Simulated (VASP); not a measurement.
A run of VASP 6.6.1 is set up as follows.

INCAR

```
SYSTEM = SnO2
PREC = Accurate
ENCUT = 520
EDIFF = 1E-6
ISMEAR = -1
SIGMA = 0.05
LREAL = .FALSE.
LASPH = .TRUE.
NELM = 80
ALGO = Normal
ISIF = 2
LWAVE = .FALSE.
LCHARG = .FALSE.
NBANDS = 20
```

Contents of KPOINTS:

```
regular mesh
0
G
  9 9 9
  0 0 0
```

File POSCAR:

```
SnO2
1.0
    0.0000000000      2.6246363468      2.6246363468
    2.6246363468      0.0000000000      2.6246363468
    2.6246363468      2.6246363468      0.0000000000
Sn O
1 2
Direct
    0.0000000000      0.0000000000      0.0000000000
    0.7500000000      0.7500000000      0.7500000000
    0.2500000000      0.2500000000      0.2500000000
```

Potentials or basis: VASP PAW LDA potentials, release 64 (Sn_d, O).

Run with:

```sh
$ cat potpaw_LDA.64/Sn_d/POTCAR potpaw_LDA.64/O/POTCAR > POTCAR
$ mpirun -np 1 vasp_std > vasp.out
```

(1) What does it give for the pressure?

(2) What does it give for the band gap on the k mesh?

## Answers

(1) -19.9 GPa.

(2) zero (band 13 reaches 6.18 eV, above the bottom of band 14 at 5.46 eV).

Caveat: spin-orbit coupling is left out, which moves the levels of the heavy elements.
